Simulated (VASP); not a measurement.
# CuSi16 (a cell with a defect) in VASP: further runs

The runs below take CuSi16 (a cell with a defect) through single point, with PBE.

All numbers are computed with VASP 6.6.1; they aren't measurements. Logs are shortened: lines on timing, memory, paths and dates and some standing lists are left out, and cuts for length are marked.

## (1) The cell of the first run

The cell holds a defect, 17 atoms: a = 7.679 Å, b = 7.679 Å, c = 7.679 Å, α = 60.00°, β = 60.00°, γ = 60.00°.

## (2) Single point, PBE

Contents of INCAR:

```
ALGO = Normal
EDIFF = 1E-7
ENCUT = 520
GGA = PE
ISIF = 2
ISMEAR = 0
LASPH = True
LCHARG = False
LREAL = Auto
LWAVE = False
NBANDS = 52
NELECT = 74.0
NELM = 100
PREC = Accurate
SIGMA = 0.05
```

Contents of KPOINTS:

```
k-points
0
Gamma
  2 2 2
```

Contents of POSCAR:

```
CuSi16
1.0
    0.0000000000      5.4300000000      5.4300000000
    5.4300000000      0.0000000000      5.4300000000
    5.4300000000      5.4300000000      0.0000000000
Si Cu
16 1
Direct
    0.0142202578     -0.0074051565     -0.0036563536
    0.1178486188      0.1248193370      0.1328049724
   -0.0388702578      0.0129354512      0.5127400552
    0.1182544199      0.1240304788      0.6239465009
    0.0142612339      0.4970868324     -0.0030339779
    0.1391713628      0.6205308471      0.1206122468
    0.0140844383      0.4964442910      0.4926717311
    0.1179172192      0.6329691529      0.6246711786
    0.5060666667     -0.0050250460      0.0041162063
    0.6397587477      0.1230020258      0.1180513812
    0.5059235727     -0.0061777164      0.4937869245
    0.5896792818      0.1362369245      0.6358807551
    0.5126083794      0.4959807551     -0.0038813076
    0.6398427256      0.6190581952      0.1188095764
    0.5060904236      0.5044559853      0.4947791897
    0.6396198895      0.6181611418      0.6231784530
    0.3323316759      0.8883930018      0.3875281768
```

Potentials or basis: VASP PAW PBE potentials, release 64 (Si, Cu).

On the command line:

```
$ cat potpaw_PBE.64/Si/POTCAR potpaw_PBE.64/Cu/POTCAR > POTCAR
$ mpirun -np 1 vasp_std > vasp.out
```

OUTCAR:

```text
EDIFF = 1E-7
   ENCUT = 520
   GGA = PE
   ISIF = 2
   ISMEAR = 0
   LASPH = True
   LREAL = Auto
   NELECT = 74.0
   NELM = 100
   PREC = Accurate

 ion  position               nearest neighbor table
   1  0.014  0.993  0.996-   6 2.33   2 2.34   4 2.34  10 2.35
   2  0.118  0.125  0.133-   5 2.34   1 2.34   3 2.39   9 2.43  17 2.55
   3  0.961  0.013  0.513-  17 2.33  12 2.33   4 2.39   2 2.39   8 2.39
   4  0.118  0.124  0.624-   1 2.34   7 2.34   3 2.39  11 2.43  17 2.57
   5  0.014  0.497  0.997-   6 2.33   2 2.34   8 2.34  14 2.35
   6  0.139  0.621  0.121-   5 2.33   7 2.33   1 2.33  13 2.34
   7  0.014  0.496  0.493-   6 2.33   8 2.34   4 2.34  16 2.35
   8  0.118  0.633  0.625-   5 2.34   7 2.34   3 2.39  15 2.43  17 2.56
   9  0.506  0.995  0.004-  12 2.32  10 2.36  14 2.36  17 2.42   2 2.43
  10  0.640  0.123  0.118-  13 2.34   1 2.35   9 2.36  11 2.36  17 2.96
  11  0.506  0.994  0.494-  12 2.32  16 2.36  10 2.36   4 2.43  17 2.43
  12  0.590  0.136  0.636-  15 2.32   9 2.32  11 2.32   3 2.33
  13  0.513  0.496  0.996-  16 2.34  10 2.34  14 2.34   6 2.34
  14  0.640  0.619  0.119-  13 2.34   5 2.35   9 2.36  15 2.36  17 2.94
  15  0.506  0.504  0.495-  12 2.32  16 2.36  14 2.36  17 2.43   8 2.43
  16  0.640  0.618  0.623-  13 2.34   7 2.35  15 2.36  11 2.36  17 2.96
  17  0.332  0.888  0.388-   3 2.33   9 2.42  15 2.43  11 2.43   2 2.55   8 2.56   4 2.57  14 2.94
                            10 2.96  16 2.96

  LATTYP: Found a face centered cubic cell.
 ALAT       =    10.8600000000

  Lattice vectors:

 A1 = (   0.0000000000,   5.4300000000,   5.4300000000)
 A2 = (   5.4300000000,   0.0000000000,   5.4300000000)
 A3 = (   5.4300000000,   5.4300000000,   0.0000000000)

Analysis of symmetry for initial positions (statically):
=====================================================================
 Subroutine PRICEL returns:
 Original cell was already a primitive cell.

 Routine SETGRP: Setting up the symmetry group for a
 face centered cubic supercell.

 Subroutine GETGRP returns: Found  1 space group operations
 (whereof  1 operations were pure point group operations)
 out of a pool of 48 trial point group operations.

The static configuration has the point symmetry C_1 .

Analysis of symmetry for dynamics (positions and initial velocities):
=====================================================================
 Subroutine PRICEL returns:
 Original cell was already a primitive cell.

 Routine SETGRP: Setting up the symmetry group for a
 face centered cubic supercell.

 Subroutine GETGRP returns: Found  1 space group operations
 (whereof  1 operations were pure point group operations)
 out of a pool of 48 trial point group operations.

The dynamic configuration has the point symmetry C_1 .

 Subroutine INISYM returns: Found  1 space group operations
 (whereof  1 operations are pure point group operations),
 and found     1 'primitive' translations

----------------------------------------------------------------------------------------

                                     Primitive cell

  volume of cell :     320.2060

  direct lattice vectors                    reciprocal lattice vectors
     0.000000000  5.430000000  5.430000000    -0.092081031  0.092081031  0.092081031
     5.430000000  0.000000000  5.430000000     0.092081031 -0.092081031  0.092081031
     5.430000000  5.430000000  0.000000000     0.092081031  0.092081031 -0.092081031

  length of vectors
     7.679179644  7.679179644  7.679179644     0.159489025  0.159489025  0.159489025

  position of ions in fractional coordinates (direct lattice)
     0.014220258  0.992594844  0.996343646
     0.117848619  0.124819337  0.132804972
     0.961129742  0.012935451  0.512740055
     0.118254420  0.124030479  0.623946501
     0.014261234  0.497086832  0.996966022
     0.139171363  0.620530847  0.120612247
[... 9 lines left out ...]
     0.639619889  0.618161142  0.623178453
     0.332331676  0.888393002  0.387528177

  ion indices of the primitive-cell ions
   primitive index   ion index
                 1           1
                 2           2
                 3           3
                 4           4
                 5           5
                 6           6
[... 9 lines left out ...]
                16          16
                17          17

----------------------------------------------------------------------------------------

 KPOINTS: k-points

Automatic generation of k-mesh.
 Grid dimensions read from file:
 generate k-points for:    2    2    2

 Generating k-lattice:

  Cartesian coordinates                     Fractional coordinates (reciprocal lattice)
    -0.046040516  0.046040516  0.046040516     0.500000000  0.000000000  0.000000000
     0.046040516 -0.046040516  0.046040516     0.000000000  0.500000000  0.000000000
     0.046040516  0.046040516 -0.046040516     0.000000000  0.000000000  0.500000000

  Length of vectors
     0.079744512  0.079744512  0.079744512

  Shift w.r.t. Gamma in fractional coordinates (k-lattice)
     0.000000000  0.000000000  0.000000000

 Subroutine IBZKPT returns following result:
 ===========================================

 Found      8 irreducible k-points:

 Following reciprocal coordinates:
            Coordinates               Weight
  0.000000  0.000000  0.000000      1.000000
  0.500000  0.000000  0.000000      1.000000
  0.000000  0.500000  0.000000      1.000000
  0.000000  0.000000  0.500000      1.000000
  0.500000  0.500000  0.500000      1.000000
  0.500000  0.500000  0.000000      1.000000
  0.000000  0.500000  0.500000      1.000000
  0.500000  0.000000  0.500000      1.000000
   k-points           NKPTS =      8   k-points in BZ     NKDIM =      8   number of bands    NBANDS=     52
   number of dos      NEDOS =    301   number of ions     NIONS =     17
   total plane-waves  NPLWV = 216000
   dimension x,y,z NGX =    60 NGY =   60 NGZ =   60
   dimension x,y,z NGXF=   120 NGYF=  120 NGZF=  120
   ions per type =              16   1
   NGX,Y,Z   is equivalent  to a cutoff of  12.99, 12.99, 12.99 a.u.
   NGXF,Y,Z  is equivalent  to a cutoff of  25.98, 25.98, 25.98 a.u.
 SYSTEM =  unknown system
   PREC   = accura    normal or accurate (medium, high low for compatibility)
   ISTART =      0    job   : 0-new  1-cont  2-samecut
   ICHARG =      2    charge: 1-file 2-atom 10-const
   ISPIN  =      1    spin polarized calculation?
   LNONCOLLINEAR =      F non collinear calculations
   LSORBIT =      F    spin-orbit coupling
   LASPH  =      T    aspherical Exc in radial PAW
   ENCUT  =  520.0 eV  38.22 Ry    6.18 a.u.  14.28 14.28 14.28*2*pi/ulx,y,z
   NELM   =    100;   NELMIN=  2; NELMDL= -5     # of ELM steps
   EDIFF  = 0.1E-06   stopping-criterion for ELM
   LREAL  =      T    real-space projection
   EDIFFG = 0.1E-05   stopping-criterion for IOM
   NSW    =      0    number of steps for IOM
   IBRION =     -1    ionic relax: 0-MD 1-quasi-New 2-CG
   NFREE  =      0    steps in history (QN), initial steepest desc. (CG)
   ISIF   =      2    stress and relaxation
   ISYM   =      2    0-nonsym 1-usesym 2-fastsym
   POTIM  = 0.5000    time-step for ionic-motion
   TEBEG  =    0.0;   TEEND  =   0.0 temperature during run
   PSTRESS=    0.0 pullay stress
   NELECT =      74.0000    total number of electrons
   NUPDOWN=      -1.0000    fix difference up-down
   EMIN   =  10.00;   EMAX   =-10.00  energy-range for DOS
   EFERMI =   0.00;   METHOD = LEGACY
   ISMEAR =     0;   SIGMA  =   0.05  broadening in eV -4-tet -1-fermi 0-gaus
   EFERMI_NEDOS =   21; number of points for ismear=-14 and -15
   IALGO  =     38    algorithm
   IMIX   =      4    mixing-type and parameters
     AMIX     =   0.40;   BMIX     =  1.00
     AMIX_MAG =   1.60;   BMIX_MAG =  1.00
  volume/ion in A,a.u.               =      18.84       127.11
  Fermi-wavevector in a.u.,A,eV,Ry     =   1.004636  1.898488 13.732283  1.009294
  Thomas-Fermi vector in A             =   2.137265
   LORBIT       =      0    0 simple, 1 ext, 2 COOP (PROOUT), +10 PAW based schemes
   GGA     = PE    functional components
   LHFCALC =     F    Hartree Fock is set to
   AEXX    =    0.0000 exact exchange contribution
   IVDW    =     0    specifies the selected vdW correction
   LEPSILON=     F    determine dielectric tensor
   LRPA    =     F    only Hartree local field effects (RPA)
 non-spin polarized calculation
 Gauss-broadening in eV      SIGMA  =   0.05
  energy-cutoff  :      520.00
  volume of cell :      320.21
 maximum number of plane-waves:      8646
 NGX is ok and might be reduce to    60
   NGX = 29   NGY = 29   NGZ = 29

 number of electron      74.0000002 magnetization

 Free energy of the ion-electron system (eV)
  ---------------------------------------------------
  ext. energy  EPLUGINS =         0.00000000
  ---------------------------------------------------
  free energy    TOTEN  =       -94.22060582 eV

  energy without entropy =      -94.22060581  energy(sigma->0) =      -94.22060582

 E-fermi :   6.3815     XC(G=0):  -9.6084

 val. band max:        6.1976848179   @ k =   0.0000   0.0000   0.0000
 cond. band min:       6.5631889610   @ k =   0.0000   0.0000   0.0000
 fundamental gap:      0.3655041432
 Fermi energy:         6.3815146314

 k-point     1 :       0.0000    0.0000    0.0000
  band No.  band energies     occupation
      1      -5.8950      2.00000
      2      -3.5502      2.00000
      3      -3.5026      2.00000
      4      -3.4721      2.00000
      5      -3.4711      2.00000
      6      -2.0456      2.00000
[... 41 lines left out ...]
     48       8.4522      0.00000
     49       8.7575      0.00000

 k-point     2 :       0.5000    0.0000    0.0000
  band No.  band energies     occupation
      1      -5.1870      2.00000
      2      -4.9852      2.00000
      3      -3.3335      2.00000
      4      -3.1825      2.00000
      5      -3.1797      2.00000
      6      -3.0365      2.00000
[... 41 lines left out ...]
     48       9.7759      0.00000
     49       9.7849      0.00000

 k-point     3 :       0.0000    0.5000    0.0000
  band No.  band energies     occupation
      1      -5.2273      2.00000
      2      -4.9325      2.00000
      3      -3.2989      2.00000
      4      -3.2619      2.00000
      5      -3.1664      2.00000
      6      -3.0373      2.00000
[... 41 lines left out ...]
     48       9.8007      0.00000
     49       9.9313      0.00000

 k-point     4 :       0.0000    0.0000    0.5000
  band No.  band energies     occupation
      1      -5.2266      2.00000
      2      -4.9335      2.00000
      3      -3.2997      2.00000
      4      -3.2624      2.00000
      5      -3.1651      2.00000
      6      -3.0370      2.00000
[... 41 lines left out ...]
     48       9.8004      0.00000
     49       9.9321      0.00000

 k-point     5 :       0.5000    0.5000    0.5000
  band No.  band energies     occupation
      1      -5.2288      2.00000
      2      -4.9308      2.00000
      3      -3.2984      2.00000
      4      -3.2619      2.00000
      5      -3.1670      2.00000
      6      -3.0384      2.00000
[... 41 lines left out ...]
     48       9.8021      0.00000
     49       9.9268      0.00000

 k-point     6 :       0.5000    0.5000    0.0000
  band No.  band energies     occupation
      1      -4.9325      2.00000
      2      -4.7232      2.00000
      3      -3.8686      2.00000
      4      -3.7768      2.00000
      5      -3.7479      2.00000
      6      -3.7357      2.00000
[... 41 lines left out ...]
     48      10.5010      0.00000
     49      10.5057      0.00000

 k-point     7 :       0.0000    0.5000    0.5000
  band No.  band energies     occupation
      1      -4.9316      2.00000
      2      -4.7244      2.00000
      3      -3.8694      2.00000
      4      -3.7761      2.00000
      5      -3.7479      2.00000
      6      -3.7352      2.00000
[... 41 lines left out ...]
     48      10.4975      0.00000
     49      10.5097      0.00000

 k-point     8 :       0.5000    0.0000    0.5000
  band No.  band energies     occupation
      1      -4.9323      2.00000
      2      -4.7235      2.00000
      3      -3.8692      2.00000
      4      -3.7768      2.00000
      5      -3.7472      2.00000
      6      -3.7357      2.00000
[... 41 lines left out ...]
     48      10.5008      0.00000
     49      10.5052      0.00000
 [bands above 49 left out]

------------------------ aborting loop because EDIFF is reached ----------------------------------------

  FORCE on cell =-STRESS in cart. coord.  units (eV):
  Direction    XX          YY          ZZ          XY          YZ          ZX
  --------------------------------------------------------------------------------------
  -------------------------------------------------------------------------------------
  Total       -1.8984892     -1.8340146     -1.8435109     -0.2478132      0.2156802     -0.2652471
  in kB       -9.4992483     -9.1766442     -9.2241598     -1.2399538      1.0791736     -1.3271859
  external PRESSURE =      -9.3000174 kB  Pullay stress =       0.0000000 kB

 VOLUME and BASIS-vectors are now :
 -----------------------------------------------------------------------------
  energy-cutoff  :      520.00
  volume of cell :      320.21
      direct lattice vectors                 reciprocal lattice vectors
     0.000000000  5.430000000  5.430000000    -0.092081031  0.092081031  0.092081031
     5.430000000  0.000000000  5.430000000     0.092081031 -0.092081031  0.092081031
     5.430000000  5.430000000  0.000000000     0.092081031  0.092081031 -0.092081031

 POSITION                                       TOTAL-FORCE (eV/Angst)
 -----------------------------------------------------------------------------------
     10.79994      5.48736      5.46701        -0.006454      0.007191     -0.011393
      1.39890      1.36105      1.31769         0.001031     -0.021213     -0.002932
      2.85442      8.00311      5.28917        -0.007935      0.003379     -0.002792
      4.06151      4.03015      1.31561         0.026356     -0.003089     -0.002171
      8.11271      5.49096      2.77662         0.007364      0.004048      0.006491
      4.02441      1.41063      4.12518         0.000487     -0.000642     -0.000009
[... 9 lines left out ...]
      6.74047      6.85699      6.82975         0.000585     -0.002953      0.001573
      6.92825      3.90884      6.62853        -0.008449      0.020084      0.012557
 -----------------------------------------------------------------------------------
    total drift:                                0.003583      0.001269     -0.000965

  FREE ENERGIE OF THE ION-ELECTRON SYSTEM (eV)
  ---------------------------------------------------
  free  energy   TOTEN  =       -94.2206058221 eV

  energy  without entropy=      -94.2206058089  energy(sigma->0) =      -94.22060582
```

Wall time 4.4 min (1 thread of Intel Xeon 6975P-C (Granite Rapids), shared host); peak memory 0.5 GiB.

Results:

| Quantity | Value |
| --- | --- |
| Free energy | -94.2206 eV |
| Largest force | 0.027 eV/Å |

Forces in eV/Å, atoms in the order of the input:
```
Si  -0.006  0.007 -0.011
Si   0.001 -0.021 -0.003
Si  -0.008  0.003 -0.003
Si   0.026 -0.003 -0.002
Si   0.007  0.004  0.006
Si   0.000 -0.001  0.000
Si  -0.006 -0.009  0.008
Si   0.002 -0.005 -0.017
Si  -0.007 -0.003  0.007
Si   0.005  0.001 -0.002
Si  -0.002 -0.001  0.000
Si  -0.003  0.009  0.008
Si  -0.005  0.004  0.003
Si   0.004 -0.004 -0.008
Si  -0.001  0.001 -0.001
Si   0.001 -0.003  0.002
Cu  -0.008  0.020  0.013
```

Caveat: the k points lie up to 0.50 Å⁻¹ apart; the cell carries a net charge on a neutralising background, which shifts energy and pressure; the cell is charged against a uniform background, so pressure and absolute levels hang on convention.

## (3) Single point, PBE

Contents of INCAR:

```
SYSTEM = CuSi16
PREC     = Accurate       ! precision mode
ENCUT    = 520            ! plane-wave cutoff, eV
EDIFF    = 1E-6           ! SCF threshold, eV
ISMEAR   = 0              ! smearing method
SIGMA    = 0.05           ! smearing width, eV
LREAL    = Auto         
LASPH    = .TRUE.         ! aspherical terms in the spheres
NELM     = 80             ! most SCF steps
ALGO     = Normal         ! electronic algorithm
ISIF     = 2              ! what is computed and relaxed
LWAVE    = .FALSE.        ! write WAVECAR
LCHARG   = .FALSE.        ! write CHGCAR
GGA      = PE             ! functional
NBANDS   = 52             ! bands
NELECT   = 74.0
```

Contents of KPOINTS:

```
Automatic mesh
0
G
  2 2 2
  0 0 0
```

Contents of POSCAR:

```
CuSi16
1.0
    0.0000000000      5.4300000000      5.4300000000
    5.4300000000      0.0000000000      5.4300000000
    5.4300000000      5.4300000000      0.0000000000
Si Cu
16 1
Direct
   -0.0013938306      0.0128989871     -0.0101365562
    0.1208345304      0.1201413444      0.1327857274
   -0.0113740331      0.0066027624      0.5046300184
    0.1154174033      0.1532676796      0.6156367403
   -0.0038353591      0.4943574586     -0.0023917127
    0.1392307551      0.6357871087      0.0865206262
    0.0077889503      0.5247937385      0.4583788214
    0.1186826888      0.6162642726      0.6238097606
    0.4933441068     -0.0102776243      0.0234185083
    0.6262058932      0.1203699816      0.1324434622
    0.4993860958      0.0073623389      0.5044608656
    0.6178564457      0.1121137201      0.6521538674
    0.5125474217      0.4946107735     -0.0031325046
    0.6236849908      0.6157892265      0.1370883057
    0.5015698895      0.4860019337      0.5096466851
    0.6401662063      0.6173424494      0.6229870166
    0.2755584715      0.7868087477      0.6610551565
```

Potentials or basis: VASP PAW PBE potentials, release 64 (Si, Cu).

On the command line:

```
$ cat potpaw_PBE.64/Si/POTCAR potpaw_PBE.64/Cu/POTCAR > POTCAR
$ mpirun -np 1 vasp_std > vasp.out
```

Run time: 11 min. Hardware: 1 thread of Intel Xeon 8259CL, shared host; peak memory 0.49 GiB.

Results (log left out):

- Free energy: -94.2202 eV
- Largest force: 0.044 eV/Å

Forces on the atoms (eV/Å):
```
Si   0.003  0.014 -0.018
Si  -0.002 -0.012  0.010
Si  -0.001  0.019  0.008
Si  -0.015  0.000 -0.006
Si   0.001  0.000  0.002
Si   0.022  0.012 -0.022
Si   0.012  0.038 -0.019
Si   0.000  0.000  0.030
Si   0.003 -0.015  0.014
Si   0.005 -0.001  0.011
Si  -0.006 -0.010 -0.017
Si   0.005 -0.005  0.000
Si   0.001 -0.004 -0.003
Si  -0.009 -0.016  0.013
Si  -0.018 -0.007  0.018
Si  -0.002 -0.020 -0.014
Cu   0.001  0.007 -0.007
```

Levels at points of the mesh, in eV from the Fermi level:
```
           k point  band 34  band 35  band 36  band 37  band 38  band 39  band 40  band 41
(0.00, 0.00, 0.00)    -1.03    -0.64    -0.19    -0.07     0.07     0.38     0.58     0.61
(0.50, 0.00, 0.00)    -0.96    -0.91    -0.85    -0.75     0.55     1.11     1.24     1.30
(0.00, 0.50, 0.00)    -0.95    -0.90    -0.89    -0.80     0.49     1.15     1.22     1.31
(0.00, 0.00, 0.50)    -0.92    -0.89    -0.66    -0.51     0.52     0.98     1.32     1.38
(0.50, 0.50, 0.50)    -0.96    -0.91    -0.85    -0.75     0.55     1.11     1.24     1.30
(0.50, 0.50, 0.00)    -1.54    -1.47    -1.43    -1.10     0.65     0.97     1.92     2.05
(0.00, 0.50, 0.50)    -1.51    -1.51    -1.42    -1.14     0.67     0.97     1.93     2.04
(0.50, 0.00, 0.50)    -1.54    -1.47    -1.44    -1.10     0.65     0.97     1.91     2.05
```

Caveat: the k points lie up to 0.50 Å⁻¹ apart; the cell carries a net charge on a neutralising background, which shifts energy and pressure; the cell is charged against a uniform background, so pressure and absolute levels hang on convention.

(Continued in part 2 of 2.)
